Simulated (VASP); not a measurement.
# SnO (Pmn2_1) in VASP: a series of runs

The runs below take SnO through single point, with LDA.

Program: VASP 6.6.1. These are calculated values, not measurements. Logs are shortened: lines on timing, memory, paths and dates and some standing lists are left out, and cuts for length are marked.

**1. The cell of the first run**

Symmetry: Pmn2_1, No. 31, orthorhombic system. The conventional cell has a = 3.298 Å, b = 5.578 Å, c = 4.150 Å, α = 90.00°, β = 90.00°, γ = 90.00°. Within 2.8 Å of Sn (site symmetry m) lie 3 O at 2.11 to 2.12 Å. O (site symmetry m) has 3 Sn at 2.11 to 2.12 Å within 2.8 Å.

**2. Single point, LDA**

Input file INCAR:

```
PREC = Accurate
ENCUT = 520
EDIFF = 1E-7
ISMEAR = 0
SIGMA = 0.01
LREAL = F
LASPH = T
NELM = 100
ALGO = Normal
ISIF = 2
LWAVE = F
LCHARG = F
GGA = CA
NBANDS = 28
```

Input file KPOINTS:

```
Automatic mesh
0
Gamma
  6 4 6
```

Input file POSCAR:

```
SnO
1.0
    3.2981295209      0.0000000000      0.0000000000
    0.0000000000      5.5779141633      0.0000000000
    0.0000000000      0.0000000000      4.1503973596
Sn O
2 2
Direct
    0.0000000000      0.2319090000      0.5131440000
    0.5000000000      0.7680910000      0.0131440000
    0.0000000000      0.8912500000      0.7368570000
    0.5000000000      0.1087500000      0.2368570000
```

Potentials or basis: VASP PAW LDA potentials, release 64 (Sn_d, O).

Run with:

```console
cat potpaw_LDA.64/Sn_d/POTCAR potpaw_LDA.64/O/POTCAR > POTCAR
mpirun -np 1 vasp_std > vasp.out
```

OUTCAR:

```text
PREC = Accurate
   ENCUT = 520
   EDIFF = 1E-7
   ISMEAR = 0
   LREAL = F
   LASPH = T
   NELM = 100
   ISIF = 2
   GGA = CA

 ion  position               nearest neighbor table
   1  0.000  0.232  0.513-   3 2.11   4 2.12   4 2.12   2 3.70   2 3.70   2 3.70   2 3.70
   2  0.500  0.768  0.013-   4 2.11   3 2.12   3 2.12   1 3.70   1 3.70   1 3.70   1 3.70
   3  0.000  0.891  0.737-   1 2.11   2 2.12   2 2.12
   4  0.500  0.109  0.237-   2 2.11   1 2.12   1 2.12

  LATTYP: Found a simple orthorhombic cell.
 ALAT       =     3.2981295209
 B/A-ratio  =     1.2584094510
 C/A-ratio  =     1.6912356316

  Lattice vectors:

 A1 = (  -3.2981295209,   0.0000000000,   0.0000000000)
 A2 = (   0.0000000000,   0.0000000000,   4.1503973596)
 A3 = (   0.0000000000,   5.5779141633,   0.0000000000)

Analysis of symmetry for initial positions (statically):
=====================================================================
 Subroutine PRICEL returns:
 Original cell was already a primitive cell.

 Routine SETGRP: Setting up the symmetry group for a
 simple orthorhombic supercell.

 Subroutine GETGRP returns: Found  4 space group operations
 (whereof  2 operations were pure point group operations)
 out of a pool of  8 trial point group operations.

The static configuration has the point symmetry C_1h.
 The point group associated with its full space group is C_2v.

Analysis of symmetry for dynamics (positions and initial velocities):
=====================================================================
 Subroutine PRICEL returns:
 Original cell was already a primitive cell.

 Routine SETGRP: Setting up the symmetry group for a
 simple orthorhombic supercell.

 Subroutine GETGRP returns: Found  4 space group operations
 (whereof  2 operations were pure point group operations)
 out of a pool of  8 trial point group operations.

The dynamic configuration has the point symmetry C_1h.
 The point group associated with its full space group is C_2v.

 Subroutine INISYM returns: Found  4 space group operations
 (whereof  2 operations are pure point group operations),
 and found     1 'primitive' translations

----------------------------------------------------------------------------------------

                                     Primitive cell

  volume of cell :      76.3535

[... 91 lines left out ...]
   NELM   =    100;   NELMIN=  2; NELMDL= -5     # of ELM steps
   EDIFF  = 0.1E-06   stopping-criterion for ELM
   LREAL  =      F    real-space projection
   EDIFFG = 0.1E-05   stopping-criterion for IOM
   NSW    =      0    number of steps for IOM
   IBRION =     -1    ionic relax: 0-MD 1-quasi-New 2-CG
   NFREE  =      0    steps in history (QN), initial steepest desc. (CG)
   ISIF   =      2    stress and relaxation
   ISYM   =      2    0-nonsym 1-usesym 2-fastsym
   POTIM  = 0.5000    time-step for ionic-motion
   TEBEG  =    0.0;   TEEND  =   0.0 temperature during run
   PSTRESS=    0.0 pullay stress
   NELECT =      40.0000    total number of electrons
   NUPDOWN=      -1.0000    fix difference up-down
   EMIN   =  10.00;   EMAX   =-10.00  energy-range for DOS
   EFERMI =   0.00;   METHOD = LEGACY
   ISMEAR =     0;   SIGMA  =   0.01  broadening in eV -4-tet -1-fermi 0-gaus
   EFERMI_NEDOS =   21; number of points for ismear=-14 and -15
   IALGO  =     38    algorithm
   IMIX   =      4    mixing-type and parameters
     AMIX     =   0.40;   BMIX     =  1.00
     AMIX_MAG =   1.60;   BMIX_MAG =  1.00
  volume/ion in A,a.u.               =      19.09       128.81
  Fermi-wavevector in a.u.,A,eV,Ry     =   1.319730  2.493928 23.697094  1.741687
  Thomas-Fermi vector in A             =   2.449607
   LORBIT       =      0    0 simple, 1 ext, 2 COOP (PROOUT), +10 PAW based schemes
   GGA     = CA    functional components
   LHFCALC =     F    Hartree Fock is set to
   AEXX    =    0.0000 exact exchange contribution
   IVDW    =     0    specifies the selected vdW correction
   LEPSILON=     F    determine dielectric tensor
   LRPA    =     F    only Hartree local field effects (RPA)
 non-spin polarized calculation
 Gauss-broadening in eV      SIGMA  =   0.01
  energy-cutoff  :      520.00
  volume of cell :       76.35
 maximum number of plane-waves:      2080
 NGX is ok and might be reduce to    28
   NGX = 13   NGY = 21   NGZ = 15

 number of electron      39.9999996 magnetization

 Free energy of the ion-electron system (eV)
  ---------------------------------------------------
  ext. energy  EPLUGINS =         0.00000000
  ---------------------------------------------------
  free energy    TOTEN  =       -25.26381466 eV

  energy without entropy =      -25.26381466  energy(sigma->0) =      -25.26381466

 E-fermi :   5.2010     XC(G=0): -10.2103

 val. band max:        5.1382885534   @ k =   0.0000   0.0000   0.0000
 cond. band min:       6.6734163911   @ k =   0.3333   0.5000   0.0000
 fundamental gap:      1.5351278378
 Fermi energy:         5.2009812058

 k-point     1 :       0.0000    0.0000    0.0000
  band No.  band energies     occupation
      1     -16.1367      2.00000
      2     -15.7386      2.00000
      3     -15.6285      2.00000
      4     -15.5994      2.00000
      5     -15.5688      2.00000
      6     -15.5350      2.00000
[... 733 lines left out ...]
     27      14.4094      0.00000
     28      14.4094      0.00000

 [... further k-points ...]

------------------------ aborting loop because EDIFF is reached ----------------------------------------

  FORCE on cell =-STRESS in cart. coord.  units (eV):
  Direction    XX          YY          ZZ          XY          YZ          ZX
  --------------------------------------------------------------------------------------
  -------------------------------------------------------------------------------------
  Total       -0.8311039     -0.3613728     -0.7103590      0.0000000      0.0000000      0.0000000
  in kB      -17.4396074     -7.5829270    -14.9059358      0.0000000      0.0000000      0.0000000
  external PRESSURE =     -13.3094901 kB  Pullay stress =       0.0000000 kB

 VOLUME and BASIS-vectors are now :
 -----------------------------------------------------------------------------
  energy-cutoff  :      520.00
  volume of cell :       76.35
      direct lattice vectors                 reciprocal lattice vectors
     3.298129521  0.000000000  0.000000000     0.303202162  0.000000000  0.000000000
     0.000000000  5.577914163  0.000000000     0.000000000  0.179278485  0.000000000
     0.000000000  0.000000000  4.150397360     0.000000000  0.000000000  0.240940786

 POSITION                                       TOTAL-FORCE (eV/Angst)
 -----------------------------------------------------------------------------------
      0.00000      1.29357      2.12975         0.000000      0.079937      0.029726
      1.64906      4.28435      0.05455         0.000000     -0.079937      0.029726
      0.00000      4.97132      3.05825         0.000000      0.129410     -0.029726
      1.64906      0.60660      0.98305         0.000000     -0.129410     -0.029726
 -----------------------------------------------------------------------------------
    total drift:                                0.000000      0.000000     -0.001117

  FREE ENERGIE OF THE ION-ELECTRON SYSTEM (eV)
  ---------------------------------------------------
  free  energy   TOTEN  =       -25.2638146621 eV

  energy  without entropy=      -25.2638146621  energy(sigma->0) =      -25.26381466
```

stdout:

```text
POSCAR found type information on POSCAR SnO
 POSCAR found :  2 types and       4 ions
 scaLAPACK will be used
 LDA part: xc-table for (Slater(with rela. corr.)+CA(PZ))
 , standard interpolation
 POSCAR, INCAR and KPOINTS ok, starting setup
 FFT: planning ... GRIDC
 FFT: planning ... GRID_SOFT
 FFT: planning ... GRID
 WAVECAR not read
 entering main loop
```

Wall time 68 s (1 thread of Intel Xeon Platinum 8559C (Emerald Rapids), shared host); peak memory 0.21 GiB.

Results:

* Free energy: -25.2638 eV
* Pressure: -1.3 GPa
* Largest force: 0.133 eV/Å
* Band gap on the k mesh: 1.54 eV (least direct gap 2.27 eV)

Forces on the atoms (eV/Å):
```
Sn   0.000  0.080  0.030
Sn   0.000 -0.080  0.030
O    0.000  0.129 -0.030
O    0.000 -0.129 -0.030
```

Caveat: spin-orbit coupling is left out, which moves the levels of the heavy elements.

**3. Single point, LDA**

This run uses another cell than the first one, of 19.69 Å³/atom.

Input file INCAR:

```
PREC = Accurate
ENCUT = 520
EDIFF = 1E-6
ISMEAR = 0
SIGMA = 0.01
LREAL = F
LASPH = T
NELM = 80
ALGO = Normal
ISIF = 2
LWAVE = F
LCHARG = T
LELF = T
LVHAR = T
NBANDS = 28
```

KPOINTS is that of step 2.

Input file POSCAR:

```
SnO
1.0
    3.3324875095      0.0000000000      0.0000000000
    0.0000000000      5.6360216177      0.0000000000
    0.0000000000      0.0000000000      4.1936337771
Sn O
2 2
Direct
    0.0000000000      0.2319090000      0.5131440000
    0.5000000000      0.7680910000      0.0131440000
    0.0000000000      0.8912500000      0.7368570000
    0.5000000000      0.1087500000      0.2368570000
```

Potentials or basis: VASP PAW LDA potentials, release 64 (Sn_d, O).

Run with:

```console
cat potpaw_LDA.64/Sn_d/POTCAR potpaw_LDA.64/O/POTCAR > POTCAR
mpirun -np 1 vasp_std > vasp.out
```

OUTCAR:

```text
PREC = Accurate
   ENCUT = 520
   EDIFF = 1E-6
   ISMEAR = 0
   LREAL = F
   LASPH = T
   NELM = 80
   ISIF = 2

 ion  position               nearest neighbor table
   1  0.000  0.232  0.513-   3 2.14   4 2.14   4 2.14   2 3.74   2 3.74   2 3.74   2 3.74
   2  0.500  0.768  0.013-   4 2.14   3 2.14   3 2.14   1 3.74   1 3.74   1 3.74   1 3.74
   3  0.000  0.891  0.737-   1 2.14   2 2.14   2 2.14
   4  0.500  0.109  0.237-   2 2.14   1 2.14   1 2.14

  LATTYP: Found a simple orthorhombic cell.
 ALAT       =     3.3324875095
 B/A-ratio  =     1.2584094509
 C/A-ratio  =     1.6912356315

  Lattice vectors:

 A1 = (  -3.3324875095,   0.0000000000,   0.0000000000)
 A2 = (   0.0000000000,   0.0000000000,   4.1936337771)
 A3 = (   0.0000000000,   5.6360216177,   0.0000000000)

Analysis of symmetry for initial positions (statically):
=====================================================================
 Subroutine PRICEL returns:
 Original cell was already a primitive cell.

 Routine SETGRP: Setting up the symmetry group for a
 simple orthorhombic supercell.

 Subroutine GETGRP returns: Found  4 space group operations
[... 173 lines left out ...]

 val. band max:        4.7626769364   @ k =   0.0000   0.0000   0.0000
 cond. band min:       6.3363330599   @ k =   0.3333   0.5000   0.0000
 fundamental gap:      1.5736561235
 Fermi energy:         4.8877623000

 k-point     1 :       0.0000    0.0000    0.0000
  band No.  band energies     occupation
      1     -16.3880      2.00000
      2     -16.0475      2.00000
      3     -15.9527      2.00000
      4     -15.9268      2.00000
      5     -15.8984      2.00000
      6     -15.8648      2.00000
[... 733 lines left out ...]
     27      13.9286      0.00000
     28      13.9286      0.00000

 [... further k-points ...]

------------------------ aborting loop because EDIFF is reached ----------------------------------------

  FORCE on cell =-STRESS in cart. coord.  units (eV):
  Direction    XX          YY          ZZ          XY          YZ          ZX
  --------------------------------------------------------------------------------------
  -------------------------------------------------------------------------------------
  Total       -2.2284276     -1.6536255     -1.7143061      0.0000000      0.0000000      0.0000000
  in kB      -45.3291353    -33.6369070    -34.8712308      0.0000000      0.0000000      0.0000000
  external PRESSURE =     -37.9457577 kB  Pullay stress =       0.0000000 kB

 VOLUME and BASIS-vectors are now :
 -----------------------------------------------------------------------------
  energy-cutoff  :      520.00
  volume of cell :       78.76
      direct lattice vectors                 reciprocal lattice vectors
     3.332487509  0.000000000  0.000000000     0.300076143  0.000000000  0.000000000
     0.000000000  5.636021618  0.000000000     0.000000000  0.177430121  0.000000000
     0.000000000  0.000000000  4.193633777     0.000000000  0.000000000  0.238456683

 POSITION                                       TOTAL-FORCE (eV/Angst)
 -----------------------------------------------------------------------------------
      0.00000      1.30704      2.15194         0.000000     -0.354685     -0.107624
      1.66624      4.32898      0.05512         0.000000      0.354685     -0.107624
      0.00000      5.02310      3.09011         0.000000      0.160049      0.107624
      1.66624      0.61292      0.99329         0.000000     -0.160049      0.107624
 -----------------------------------------------------------------------------------
    total drift:                                0.000000      0.000000     -0.001045

  FREE ENERGIE OF THE ION-ELECTRON SYSTEM (eV)
  ---------------------------------------------------
  free  energy   TOTEN  =       -25.2267501095 eV

  energy  without entropy=      -25.2267501095  energy(sigma->0) =      -25.22675011
```

OSZICAR:

```text
N       E                     dE             d eps       ncg     rms          rms(c)
DAV:   1     0.434461592753E+03    0.43446E+03   -0.20244E+04  2760   0.210E+03
DAV:   2     0.394391070132E+02   -0.39502E+03   -0.37970E+03  2800   0.538E+02
DAV:   3    -0.257697013246E+02   -0.65209E+02   -0.64245E+02  3048   0.188E+02
DAV:   4    -0.289913923892E+02   -0.32217E+01   -0.32036E+01  3128   0.454E+01
DAV:   5    -0.290746937074E+02   -0.83301E-01   -0.83282E-01  3008   0.780E+00    0.116E+01
DAV:   6    -0.254032872666E+02    0.36714E+01   -0.16922E+01  4400   0.478E+01    0.543E+00
DAV:   7    -0.252938710553E+02    0.10942E+00   -0.22076E+00  3112   0.919E+00    0.255E+00
DAV:   8    -0.252416021977E+02    0.52269E-01   -0.38909E-01  3204   0.404E+00    0.787E-01
DAV:   9    -0.252262090905E+02    0.15393E-01   -0.47681E-02  4360   0.228E+00    0.224E-01
DAV:  10    -0.252273890575E+02   -0.11800E-02   -0.81754E-03  3908   0.811E-01    0.170E-01
DAV:  11    -0.252267208867E+02    0.66817E-03   -0.23462E-03  4228   0.464E-01    0.215E-02
DAV:  12    -0.252267553143E+02   -0.34428E-04   -0.34851E-04  2852   0.105E-01    0.287E-02
DAV:  13    -0.252267502945E+02    0.50198E-05   -0.18842E-05  4076   0.419E-02    0.903E-03
DAV:  14    -0.252267501095E+02    0.18502E-06   -0.16157E-06  2304   0.859E-03
   1 F= -.25226750E+02 E0= -.25226750E+02  d E =-.438365E-72
```

stdout:

```text
POSCAR found type information on POSCAR SnO
 POSCAR found :  2 types and       4 ions
 scaLAPACK will be used
 LDA part: xc-table for (Slater(with rela. corr.)+CA(PZ))
 , standard interpolation
 POSCAR, INCAR and KPOINTS ok, starting setup
 FFT: planning ... GRIDC
 FFT: planning ... GRID_SOFT
 FFT: planning ... GRID
 WAVECAR not read
 entering main loop
```

Run time: 66 s. Hardware: 1 thread of Intel Xeon Platinum 8559C (Emerald Rapids), shared host; peak memory 0.21 GiB.

What came out:

```
Free energy            : -25.2268 eV
Pressure               : -3.8 GPa
Largest force          : 0.371 eV/Å
Band gap on the k mesh : 1.57 eV (least direct gap 2.32 eV)
```

Forces in eV/Å, atoms in the order of the input:
```
Sn   0.000 -0.355 -0.108
Sn   0.000  0.355 -0.108
O    0.000  0.160  0.108
O    0.000 -0.160  0.108
```

Levels at points of the mesh, in eV from the valence-band top:
```tsv
k point	band 16	band 17	band 18	band 19	band 20	band 21	band 22	band 23	band 24	band 25
(0.00, 0.00, 0.00)	-3.95	-3.63	-2.73	-2.13	0.00	2.59	3.15	5.83	5.88	8.06
(0.50, 0.00, 0.00)	-4.60	-2.68	-2.68	-1.27	-1.27	2.54	2.54	5.53	5.53	6.57
(0.00, 0.50, 0.00)	-4.07	-3.91	-2.75	-1.66	-1.42	3.25	3.89	4.84	4.99	6.90
(0.50, 0.50, 0.00)	-4.45	-2.75	-2.75	-0.92	-0.92	1.87	1.87	6.27	6.27	7.14
(0.00, 0.00, 0.50)	-3.53	-3.30	-3.30	-1.71	-1.71	2.62	2.62	5.21	5.21	7.97
(0.50, 0.00, 0.50)	-4.20	-3.23	-3.23	-1.09	-1.09	2.06	2.06	4.55	4.55	6.87
(0.00, 0.50, 0.50)	-3.30	-3.02	-3.02	-1.54	-1.54	1.89	1.89	5.93	5.93	7.85
(0.50, 0.50, 0.50)	-4.34	-3.52	-3.52	-0.43	-0.43	2.38	2.38	4.12	4.12	6.10
```

Caveat: the cell stands under tension; spin-orbit coupling is left out, which moves the levels of the heavy elements. A k mesh can miss the band edges.

**4. Single point, LDA**

This run uses another cell than the first one, of 20.29 Å³/atom.

Input file INCAR:

```
SYSTEM = SnO
PREC     = Accurate       ! precision mode
ENCUT    = 520            ! plane-wave cutoff, eV
EDIFF    = 1E-6           ! SCF threshold, eV
ISMEAR   = 0              ! smearing method
SIGMA    = 0.01           ! smearing width, eV
LREAL    = .FALSE.        ! projectors in reciprocal space
LASPH    = .TRUE.         ! aspherical terms in the spheres
NELM     = 100            ! most SCF steps
ALGO     = Normal         ! electronic algorithm
ISIF     = 2              ! what is computed and relaxed
LWAVE    = .FALSE.        ! write WAVECAR
LCHARG   = .FALSE.        ! write CHGCAR
GGA      = CA             ! functional
NBANDS   = 28             ! bands
```

Input file KPOINTS:

```
regular mesh
0
G
  6 4 6
  0 0 0
```

Input file POSCAR:

```
SnO
1.0
    3.3661512779      0.0000000000      0.0000000000
    0.0000000000      5.6929549823      0.0000000000
    0.0000000000      0.0000000000      4.2359965814
Sn O
2 2
Direct
    0.0000000000      0.2319090000      0.5131440000
    0.5000000000      0.7680910000      0.0131440000
    0.0000000000      0.8912500000      0.7368570000
    0.5000000000      0.1087500000      0.2368570000
```

Run with:

```console
cat potpaw_LDA.64/Sn_d/POTCAR potpaw_LDA.64/O/POTCAR > POTCAR
mpirun -np 1 vasp_std > vasp.out
```

Run time: 74 s. Hardware: 1 thread of Intel Xeon Platinum 8559C (Emerald Rapids), shared host; peak memory 0.21 GiB.

The run converged. Its results:

* Free energy: -25.1559 eV
* Pressure: -5.9 GPa
* Largest force: 0.776 eV/Å
* Band gap on the k mesh: 1.61 eV (least direct gap 2.36 eV)

Forces in eV/Å, atoms in the order of the input:
```
Sn   0.000 -0.742 -0.230
Sn   0.000  0.742 -0.230
O    0.000  0.184  0.230
O    0.000 -0.184  0.230
```

Stress tensor (GPa, compression positive):
```
-6.86  0.00  0.00
 0.00 -5.55  0.00
 0.00  0.00 -5.14
```

Levels at points of the mesh, in eV from the valence-band top:
```
           k point  band 18  band 19  band 20  band 21  band 22  band 23
(0.00, 0.00, 0.00)    -2.57    -1.97     0.00     2.58     3.10     5.78
(0.50, 0.00, 0.00)    -2.50    -1.24    -1.24     2.54     2.54     5.43
(0.00, 0.50, 0.00)    -2.59    -1.54    -1.31     3.25     3.84     4.79
(0.50, 0.50, 0.00)    -2.57    -0.89    -0.89     1.84     1.84     6.16
(0.00, 0.00, 0.50)    -3.13    -1.62    -1.62     2.59     2.59     5.13
(0.50, 0.00, 0.50)    -3.09    -1.06    -1.06     2.09     2.09     4.52
(0.00, 0.50, 0.50)    -2.85    -1.48    -1.48     1.88     1.88     5.84
(0.50, 0.50, 0.50)    -3.37    -0.43    -0.43     2.41     2.41     4.07
```

Caveat: the cell stands under tension; spin-orbit coupling is left out, which moves the levels of the heavy elements. A k mesh can miss the band edges.

**5. The runs side by side**

| cell | gap on the mesh (eV) | pressure (GPa) | largest force (eV/Å) |
| --- | --- | --- | --- |
| a = 3.298, b = 5.578, c = 4.150 Å, 4 atoms | 1.54 | -1.3 | 0.13 |
| a = 3.332, b = 5.636, c = 4.194 Å, 4 atoms | 1.57 | -3.8 | 0.37 |
| a = 3.366, b = 5.693, c = 4.236 Å, 4 atoms | 1.61 | -5.9 | 0.78 |

Alike in all rows: task single point; level LDA; potentials or basis VASP PAW LDA potentials, release 64 (Sn_d, O); no spin polarisation; k mesh 6 × 4 × 6; cutoff (eV) 520; smearing gaussian 0.01 eV.

Caveats: spin-orbit coupling is left out, which moves the levels of the heavy elements; the cell stands under tension (at least some runs).

Total energies depend on the potentials used, so only differences within one code and one set of settings carry meaning.
